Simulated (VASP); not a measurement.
The system is AlP.

```
CELL_PARAMETERS angstrom
0.00000 2.72550 2.72550
2.72550 0.00000 2.72550
2.72550 2.72550 0.00000
ATOMIC_POSITIONS crystal
Al 0.00000 0.00000 0.00000
P 0.25000 0.25000 0.25000
```

Base run:

- Program: VASP 6.6.1
- Functional: PBE
- Potentials or basis: VASP PAW PBE potentials, release 64 (Al, P)
- Cutoff: 400 eV
- k mesh: 9 × 9 × 9
- Occupations: fermi-dirac, width 0.02 eV
- Spin: no spin polarisation

Its results: band gap on the k mesh 1.65 eV, indirect (least direct gap 3.35 eV); pressure 2.6 GPa.

Question: The run is repeated on the same cell with these changes: functional from PBE to r2SCAN; cutoff from 400 eV to 440 eV. What comes out?

Answer: Band gap on the k mesh 1.98 eV, indirect (least direct gap 4.05 eV); pressure 1.1 GPa.

r2SCAN gives the wider gap, since meta-GGAs in the generalised Kohn-Sham scheme recover part of the derivative discontinuity.

Caveats: the PAW data sets were made with another functional, which shifts forces and pressure a little (some runs).

A k mesh can miss the band edges.
